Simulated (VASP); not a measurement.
# CO2 in VASP: single point with PBE0

Aim: the single point of CO2 with PBE0.

Everything below comes from runs of VASP 6.6.1. Logs are shortened: lines on timing, memory, paths and dates and some standing lists are left out, and cuts for length are marked.

**1. The cell of the first run**

The cell holds a molecule in a box, 3 atoms: a = 11.000 Å, b = 11.000 Å, c = 11.000 Å, α = 90.00°, β = 90.00°, γ = 90.00°.

**2. Single point, PBE0**

Input file POSCAR:

```
CO2
1.0
   11.0000000000      0.0000000000      0.0000000000
    0.0000000000     11.0000000000      0.0000000000
    0.0000000000      0.0000000000     11.0000000000
C O
1 2
Direct
    0.5000000000      0.5000000000      0.5000000000
    0.5000000000      0.5000000000      0.6054545455
    0.5000000000      0.5000000000      0.3945454545
```

Input file INCAR.step1:

```
PREC = Accurate ; ENCUT = 1000
EDIFF = 1E-5 ; ISMEAR = 0
SIGMA = 0.01 ; LREAL = False
LASPH = True ; NELM = 120
ALGO = Normal ; ISIF = 2
LWAVE = True ; LCHARG = False
GGA = PE ; NBANDS = 15
GGA_COMPAT = False ; NELMDL = -8
```

Input file INCAR.step2:

```
PREC = Accurate ; ENCUT = 1000
EDIFF = 1E-6 ; ISMEAR = 0
SIGMA = 0.01 ; LREAL = False
LASPH = True ; NELM = 120
ALGO = Normal ; ISIF = 2
LWAVE = False ; LCHARG = False
GGA = PE ; LHFCALC = True
AEXX = 0.25 ; PRECFOCK = Normal
ISTART = 1 ; NBANDS = 15
GGA_COMPAT = False
```

Input file KPOINTS:

```
regular mesh
0
Gamma
  1 1 1
```

Potentials or basis: VASP PAW PBE potentials, release 64 (C_h, O_h).

Command:

```console
> cat potpaw_PBE.64/C_h/POTCAR potpaw_PBE.64/O_h/POTCAR > POTCAR
> cp INCAR.step1 INCAR
> mpirun -np 1 vasp_gam > vasp.out
> cp INCAR.step2 INCAR
> mpirun -np 1 vasp_gam > vasp.out
```

OUTCAR:

```text
PREC = Accurate
   ENCUT = 1000
   EDIFF = 1E-6
   ISMEAR = 0
   LREAL = False
   LASPH = True
   NELM = 120
   ISIF = 2
   GGA = PE
   LHFCALC = True
   AEXX = 0.25
   PRECFOCK = Normal
   ISTART = 1

 ion  position               nearest neighbor table
   1  0.500  0.500  0.500-   2 1.16   3 1.16
   2  0.500  0.500  0.605-   1 1.16
   3  0.500  0.500  0.395-   1 1.16

  LATTYP: Found a simple cubic cell.
 ALAT       =    11.0000000000

  Lattice vectors:

 A1 = (  11.0000000000,   0.0000000000,   0.0000000000)
 A2 = (   0.0000000000,  11.0000000000,   0.0000000000)
 A3 = (   0.0000000000,   0.0000000000,  11.0000000000)

Analysis of symmetry for initial positions (statically):
=====================================================================
 Subroutine PRICEL returns:
 Original cell was already a primitive cell.

 Routine SETGRP: Setting up the symmetry group for a
 simple cubic supercell.

 Subroutine GETGRP returns: Found 16 space group operations
 (whereof 16 operations were pure point group operations)
 out of a pool of 48 trial point group operations.

The static configuration has the point symmetry D_4h.

Analysis of symmetry for dynamics (positions and initial velocities):
=====================================================================
 Subroutine PRICEL returns:
 Original cell was already a primitive cell.

 Routine SETGRP: Setting up the symmetry group for a
 simple cubic supercell.

 Subroutine GETGRP returns: Found 16 space group operations
 (whereof 16 operations were pure point group operations)
 out of a pool of 48 trial point group operations.

The dynamic configuration has the point symmetry D_4h.

 Subroutine INISYM returns: Found 16 space group operations
 (whereof 16 operations are pure point group operations),
 and found     1 'primitive' translations

----------------------------------------------------------------------------------------

                                     Primitive cell

  volume of cell :    1331.0000

  direct lattice vectors                    reciprocal lattice vectors
    11.000000000  0.000000000  0.000000000     0.090909091  0.000000000  0.000000000
     0.000000000 11.000000000  0.000000000     0.000000000  0.090909091  0.000000000
     0.000000000  0.000000000 11.000000000     0.000000000  0.000000000  0.090909091

  length of vectors
    11.000000000 11.000000000 11.000000000     0.090909091  0.090909091  0.090909091

  position of ions in fractional coordinates (direct lattice)
     0.500000000  0.500000000  0.500000000
     0.500000000  0.500000000  0.605454546
     0.500000000  0.500000000  0.394545454

  ion indices of the primitive-cell ions
   primitive index   ion index
                 1           1
                 2           2
                 3           3

----------------------------------------------------------------------------------------

 KPOINTS: regular mesh

Automatic generation of k-mesh.
 Grid dimensions read from file:
 generate k-points for:    1    1    1

 Generating k-lattice:

  Cartesian coordinates                     Fractional coordinates (reciprocal lattice)
     0.090909091  0.000000000  0.000000000     1.000000000  0.000000000  0.000000000
     0.000000000  0.090909091  0.000000000     0.000000000  1.000000000  0.000000000
     0.000000000  0.000000000  0.090909091     0.000000000  0.000000000  1.000000000

  Length of vectors
     0.090909091  0.090909091  0.090909091

  Shift w.r.t. Gamma in fractional coordinates (k-lattice)
     0.000000000  0.000000000  0.000000000

 Subroutine IBZKPT returns following result:
 ===========================================

 Found      1 irreducible k-points:

 Following reciprocal coordinates:
            Coordinates               Weight
  0.000000  0.000000  0.000000      1.000000
   k-points           NKPTS =      1   k-points in BZ     NKDIM =      1   number of bands    NBANDS=     15
   number of dos      NEDOS =    301   number of ions     NIONS =      3
   total plane-waves  NPLWV = ******
   dimension x,y,z NGX =   120 NGY =  120 NGZ =  120
   dimension x,y,z NGXF=   240 NGYF=  240 NGZF=  240
   ions per type =               1   2
   NGX,Y,Z   is equivalent  to a cutoff of  18.14, 18.14, 18.14 a.u.
   NGXF,Y,Z  is equivalent  to a cutoff of  36.27, 36.27, 36.27 a.u.
 SYSTEM =  unknown system
   PREC   = accura    normal or accurate (medium, high low for compatibility)
   ISTART =      1    job   : 0-new  1-cont  2-samecut
   ICHARG =      0    charge: 1-file 2-atom 10-const
   ISPIN  =      1    spin polarized calculation?
   LNONCOLLINEAR =      F non collinear calculations
   LSORBIT =      F    spin-orbit coupling
   LASPH  =      T    aspherical Exc in radial PAW
   ENCUT  = 1000.0 eV  73.50 Ry    8.57 a.u.  28.36 28.36 28.36*2*pi/ulx,y,z
   NELM   =    120;   NELMIN=  2; NELMDL=  0     # of ELM steps
   EDIFF  = 0.1E-05   stopping-criterion for ELM
   LREAL  =      F    real-space projection
   EDIFFG = 0.1E-04   stopping-criterion for IOM
   NSW    =      0    number of steps for IOM
   IBRION =     -1    ionic relax: 0-MD 1-quasi-New 2-CG
   NFREE  =      0    steps in history (QN), initial steepest desc. (CG)
   ISIF   =      2    stress and relaxation
   ISYM   =      3    0-nonsym 1-usesym 2-fastsym
   POTIM  = 0.5000    time-step for ionic-motion
   TEBEG  =    0.0;   TEEND  =   0.0 temperature during run
   PSTRESS=    0.0 pullay stress
   NELECT =      16.0000    total number of electrons
   NUPDOWN=      -1.0000    fix difference up-down
   EMIN   =  10.00;   EMAX   =-10.00  energy-range for DOS
   EFERMI =   0.00;   METHOD = LEGACY
   ISMEAR =     0;   SIGMA  =   0.01  broadening in eV -4-tet -1-fermi 0-gaus
   EFERMI_NEDOS =   21; number of points for ismear=-14 and -15
   IALGO  =     38    algorithm
   IMIX   =      1    mixing-type and parameters
     AMIX     =   0.40;   BMIX     =  1.00
     AMIX_MAG =   1.60;   BMIX_MAG =  1.00
  volume/ion in A,a.u.               =     443.67      2994.01
  Fermi-wavevector in a.u.,A,eV,Ry     =   0.375021  0.708687  1.913533  0.140641
  Thomas-Fermi vector in A             =   1.305815
   LORBIT       =      0    0 simple, 1 ext, 2 COOP (PROOUT), +10 PAW based schemes
   GGA     = PE    functional components
   LHFCALC =     T    Hartree Fock is set to
   PRECFOCK=normal    Normal, Fast or Accurate (Low or Medium for compatibility)
   ENCUT4O =  -1.0   cutoff for four orbital integrals eV
   NKREDX  =     1    reduce k-point grid by
   NKREDY  =     1    reduce k-point grid by
   NKREDZ  =     1    reduce k-point grid by
   AEXX    =    0.2500 exact exchange contribution
   HFSCREEN=    0.0000 screening length (either q_TF or 0.3 A-1)
   HFSCREENC=   0.0000 screening length for correlation (either q_TF or 0.3 A-1)
   ENCUTFOCK=  -1.0 apply spherical cutoff to Coloumb kernel
   IVDW    =     0    specifies the selected vdW correction
   LEPSILON=     F    determine dielectric tensor
   LRPA    =     F    only Hartree local field effects (RPA)
 non-spin polarized calculation
 Gauss-broadening in eV      SIGMA  =   0.01
  energy-cutoff  :     1000.00
  volume of cell :     1331.00
 maximum number of plane-waves:     47789
 NGX is ok and might be reduce to   120
  NGX = 90; NGY = 90; NGZ = 90

 number of electron      16.0000001 magnetization

 Free energy of the ion-electron system (eV)
  ---------------------------------------------------
  ext. energy  EPLUGINS =         0.00000000
  ---------------------------------------------------
  free energy    TOTEN  =       -30.32664225 eV

  energy without entropy =      -30.32664225  energy(sigma->0) =      -30.32664225

 E-fermi : -10.4087     XC(G=0):  -0.4300

 val. band max:      -10.5408536548   @ k =   0.0000   0.0000   0.0000
 cond. band min:      -0.3270404150   @ k =   0.0000   0.0000   0.0000
 fundamental gap:     10.2138132398
 Fermi energy:       -10.4087249269

 k-point     1 :       0.0000    0.0000    0.0000
  band No.  band energies     occupation
      1     -32.4585      2.00000
      2     -31.3167      2.00000
      3     -15.8556      2.00000
      4     -14.6114      2.00000
      5     -14.5315      2.00000
      6     -14.5315      2.00000
      7     -10.5409      2.00000
      8     -10.5409      2.00000
      9      -0.3270      0.00000
     10       0.7266      0.00000
     11       1.1051      0.00000
     12       1.1051      0.00000
     13       1.1422      0.00000
     14       1.1422      0.00000
     15       1.2095      0.00000

------------------------ aborting loop because EDIFF is reached ----------------------------------------

  FORCE on cell =-STRESS in cart. coord.  units (eV):
  Direction    XX          YY          ZZ          XY          YZ          ZX
  --------------------------------------------------------------------------------------
  -------------------------------------------------------------------------------------
  Total       -0.0402227     -0.0402227     -0.9849554      0.0000000      0.0000000      0.0000000
  in kB       -0.0484177     -0.0484177     -1.1856298      0.0000000      0.0000000      0.0000000
  external PRESSURE =      -0.4274884 kB  Pullay stress =       0.0000000 kB

 VOLUME and BASIS-vectors are now :
 -----------------------------------------------------------------------------
  energy-cutoff  :     1000.00
  volume of cell :     1331.00
      direct lattice vectors                 reciprocal lattice vectors
    11.000000000  0.000000000  0.000000000     0.090909091  0.000000000  0.000000000
     0.000000000 11.000000000  0.000000000     0.000000000  0.090909091  0.000000000
     0.000000000  0.000000000 11.000000000     0.000000000  0.000000000  0.090909091

 POSITION                                       TOTAL-FORCE (eV/Angst)
 -----------------------------------------------------------------------------------
      5.50000      5.50000      5.50000         0.000000      0.000000      0.000000
      5.50000      5.50000      6.66000         0.000000      0.000000     -0.391151
      5.50000      5.50000      4.34000         0.000000      0.000000      0.391151
 -----------------------------------------------------------------------------------
    total drift:                               -0.000000      0.000000     -0.000000

  FREE ENERGIE OF THE ION-ELECTRON SYSTEM (eV)
  ---------------------------------------------------
  free  energy   TOTEN  =       -30.3266422536 eV

  energy  without entropy=      -30.3266422536  energy(sigma->0) =      -30.32664225
```

It took 8.3 min on 1 thread of Intel Xeon 6975P-C (Granite Rapids), shared host; peak memory 2.4 GiB.

What came out:

```yaml
Free_energy: -30.3266 eV
Largest_force: 0.391 eV/Å
Gap_between_the_frontier_levels: 10.21 eV
```

Forces in eV/Å, atoms in the order of the input:
```
C    0.000  0.000  0.000
O    0.000  0.000 -0.391
O    0.000  0.000  0.391
```

Caveat: the PAW data sets were made with another functional, which shifts forces and pressure a little.
